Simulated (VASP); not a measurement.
Runs of VASP 6.6.1 on Sr. The structure is that of space group Fm-3m (No. 225), or close to it. The cells are those of the table. 

```csv
task,cell,k mesh,cutoff (eV),smearing,gap on the mesh (eV),pressure (GPa),relaxed volume (Å³/atom)
single point,"a = 4.261 Å, angles 60.0°, 1 atom",12 × 12 × 12,520,gaussian 0.1 eV,none,0.0,-
relaxation of cell and atoms,"relaxed from a = 4.290 Å, angles 60.0°, 1 atom",12 × 12 × 12,600,gaussian 0.1 eV,none,0.0,54.80
single point,"a = 4.274 Å, angles 60.0°, 1 atom",12 × 12 × 12,520,fermi-dirac 0.15 eV,none,0.0,-
single point,"a = 4.290 Å, angles 60.0°, 1 atom",6 × 6 × 6,520,gaussian 0.1 eV,-,(a),-
relaxation of cell and atoms,"relaxed from a = 4.261 Å, angles 60.0°, 1 atom",12 × 12 × 12,600,fermi-dirac 0.15 eV,none,0.0,55.32
```

Alike in all rows: level PBE; potentials or basis VASP PAW PBE potentials, release 64 (Sr_sv); no spin polarisation.

Fill in the values left out.

(a) -0.2.

A k mesh can miss the band edges, and the runs leave out spin-orbit coupling on Sr.

A gap of «none» marks levels without a gap at the run's occupations.
